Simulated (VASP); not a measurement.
Input of a VASP 6.6.1 run:

Contents of POSCAR:

```
ZnS
1.0
    3.8658679689      0.0000000000      0.0000000000
   -1.9329339845      3.3479398688      0.0000000000
    0.0000000000      0.0000000000     12.8404590974
Zn S
4 4
Direct
    0.0000000000      0.0000000000      0.0001143924
    0.0000000000      0.0000000000      0.5001143924
    0.3333333333      0.6666666667      0.2500706174
    0.6666666667      0.3333333333      0.7500706174
    0.0000000000      0.0000000000      0.1872361436
    0.0000000000      0.0000000000      0.6872361436
    0.3333333333      0.6666666667      0.4375788466
    0.6666666667      0.3333333333      0.9375788466
```

INCAR.step1

```
SYSTEM = ZnS
PREC = Accurate
ENCUT = 520
ISMEAR = 0
SIGMA = 0.05
LREAL = .False.
LASPH = .True.
NELM = 100
NBANDS = 46
GGA = PE
ALGO = Normal
EDIFF = 1E-4
LWAVE = .True.
LCHARG = .False.
```

INCAR.step2

```
SYSTEM = ZnS
PREC = Accurate
ENCUT = 520
EDIFF = 1E-6
ISMEAR = 0
SIGMA = 0.05
LREAL = .False.
LASPH = .True.
NELM = 100
ALGO = Normal
ISIF = 2
LWAVE = .False.
LCHARG = .False.
METAGGA = R2SCAN
LMIXTAU = .True.
NBANDS = 46
ISTART = 1
```

File KPOINTS:

```
Automatic mesh
0
Gamma
  6 6 2
  0 0 0
```

Potentials or basis: VASP PAW PBE potentials, release 64 (Zn, S).

Run with:

```console
$ cat potpaw_PBE.64/Zn/POTCAR potpaw_PBE.64/S/POTCAR > POTCAR
$ cp INCAR.step1 INCAR
$ mpirun -np 1 vasp_std > vasp.out
$ cp INCAR.step2 INCAR
$ mpirun -np 1 vasp_std > vasp.out
```

(1) What does it give for the band gap on the k mesh?

(2) Predict the largest force.

Answers

(1) 2.45 eV.

(2) 0.049 eV/Å.

Caveat: the cell differs from its parent crystal (strain +0.015 along x and y, +0.030 along z); the cell stands under tension; the PAW data sets were made with another functional, which shifts forces and pressure a little.
